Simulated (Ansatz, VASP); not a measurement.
**Au: VASP beside Ansatz**

```
Au
1.0
     0.00000    2.03500    2.03500
     2.03500    0.00000    2.03500
     2.03500    2.03500    0.00000
Au
1
Direct
  0.00000 0.00000 0.00000
```

Alike in both runs: task relaxation of cell and atoms; functional BLYP; k mesh 11 × 11 × 11; occupations fermi-dirac, width 0.05 eV; no spin polarisation.

|  | VASP | Ansatz |
| --- | --- | --- |
| version | VASP 6.6.1 | Ansatz 0.2.0 |
| potentials or method | VASP PAW PBE potentials, release 64 (Au), cutoff 600 eV | all-electron LAPW, scalar-relativistic |

VASP gave:

| Item | Value |
| --- | --- |
| relaxed volume (Å³/atom) | 19.48 |
| relaxed cell length with the largest relative difference (Å) | 3.020 |

Which values does Ansatz return?

Relaxed volume (Å³/atom): 19.40; relaxed cell length with the largest relative difference (Å): 3.016.

VASP's potentials were made for PBE, not for BLYP. Ansatz ran all-electron here, and VASP with PAW potentials.

Spin-orbit coupling is off throughout. Noted on VASP's run: the volume moved by over 15 % at a fixed basis, so the end points are rough. Noted on Ansatz's run: the volume moved by over 15 % at a fixed basis, so the end points are rough.
